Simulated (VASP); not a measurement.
A run of VASP 6.6.1 is set up as follows.

The input POSCAR:

```
WSe2
1.0
    3.3144241877      0.0000000000      0.0000000000
   -1.6572120938      2.8703755455      0.0000000000
    0.0000000000      0.0000000000     29.8000909169
W Se
3 6
Direct
    0.6607425688      0.3322370951     -0.0009394261
    0.3274092355      0.6655704284      0.7690001010
    0.3274092355      0.6655704284      0.2291210468
    0.3274092355      0.6655704284      0.0548340989
    0.6607425688      0.3322370951      0.8247787575
    0.7140594492      0.3421032393      0.2933141634
    0.3274092355      0.6655704284      0.9432870489
    0.6607425688      0.3322370951      0.7132618191
    0.6607425688      0.3322370951      0.1733423903
```

INCAR.step1

```
SYSTEM = WSe2
PREC     = Accurate       ! precision mode
ENCUT    = 520            ! plane-wave cutoff, eV
ISMEAR   = 0              ! smearing method
SIGMA    = 0.05           ! smearing width, eV
LREAL    = .FALSE.        ! projectors in reciprocal space
LASPH    = .TRUE.         ! aspherical terms in the spheres
NELM     = 100            ! most SCF steps
NBANDS   = 49             ! bands
GGA      = PE             ! functional
ALGO     = Normal         ! electronic algorithm
EDIFF    = 1E-4           ! SCF threshold, eV
LWAVE    = .TRUE.         ! write WAVECAR
LCHARG   = .FALSE.        ! write CHGCAR
```

File INCAR.step2:

```
SYSTEM = WSe2
PREC     = Accurate       ! precision mode
ENCUT    = 520            ! plane-wave cutoff, eV
EDIFF    = 1E-6           ! SCF threshold, eV
ISMEAR   = 0              ! smearing method
SIGMA    = 0.05           ! smearing width, eV
LREAL    = .FALSE.        ! projectors in reciprocal space
LASPH    = .TRUE.         ! aspherical terms in the spheres
NELM     = 100            ! most SCF steps
ALGO     = Normal         ! electronic algorithm
ISIF     = 2              ! what is computed and relaxed
LWAVE    = .FALSE.        ! write WAVECAR
LCHARG   = .TRUE.         ! write CHGCAR
METAGGA  = R2SCAN         ! meta-GGA
LMIXTAU  = .TRUE.       
LELF     = .TRUE.         ! ELF
LVHAR    = .TRUE.       
NBANDS   = 49             ! bands
ISTART   = 1
```

KPOINTS

```
regular mesh
0
G
  6 6 1
  0 0 0
```

Potentials or basis: VASP PAW PBE potentials, release 64 (W_sv, Se).

Launch:

```console
$ cat potpaw_PBE.64/W_sv/POTCAR potpaw_PBE.64/Se/POTCAR > POTCAR
$ cp INCAR.step1 INCAR
$ mpirun -np 1 vasp_std > vasp.out
$ cp INCAR.step2 INCAR
$ mpirun -np 1 vasp_std > vasp.out
```

(1) What does it give for the band gap on the k mesh?

(2) Estimate the largest force.

Results:

(1) 1.23 eV (least direct gap 1.57 eV).

(2) 2.982 eV/Å.

Caveat: the cell differs from its parent crystal (atom 6 moved 0.30 Å); there is no dipole correction, which matters where the two faces differ; the PAW data sets were made with another functional, which shifts forces and pressure a little; spin-orbit coupling is left out, which moves the levels of the heavy elements.
